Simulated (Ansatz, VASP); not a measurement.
Two plane-wave programs on P

```
CELL_PARAMETERS angstrom
1.72045 0.99330 2.93468
-1.72045 0.99330 2.93468
0.00000 -1.98660 2.93468
ATOMIC_POSITIONS crystal
P 0.23358 0.23358 0.23358
P 0.76642 0.76642 0.76642
```

Alike in both runs: functional PBEsol; k mesh 15 × 15 × 15; occupations gaussian, width 0.1 eV; no spin polarisation.

Ansatz relaxed the structure, and its values are those at the end. VASP's run is a single point on that final structure, the one shown.

|  | VASP | Ansatz |
| --- | --- | --- |
| version | VASP 6.6.1 | Ansatz 0.2.0 |
| potentials or method | VASP PAW PBE potentials, release 64 (P), cutoff 520 eV | scalar-relativistic, plane waves, PAW |
| valence electrons in the cell | 10 | 10 |

VASP gave:

```
gap on the k mesh at the Fermi level (eV) : none
pressure (GPa)                            : 0.0
rms of the force components (eV/Å)        : 0.019
```

Which values does Ansatz return?

gap on the k mesh at the Fermi level (eV): none; pressure (GPa): 0.0; rms of the force components (eV/Å): 0.000.

VASP's potentials were made for PBE, not for PBEsol. A gap of «none» marks a metal or a gap that the smearing closes.
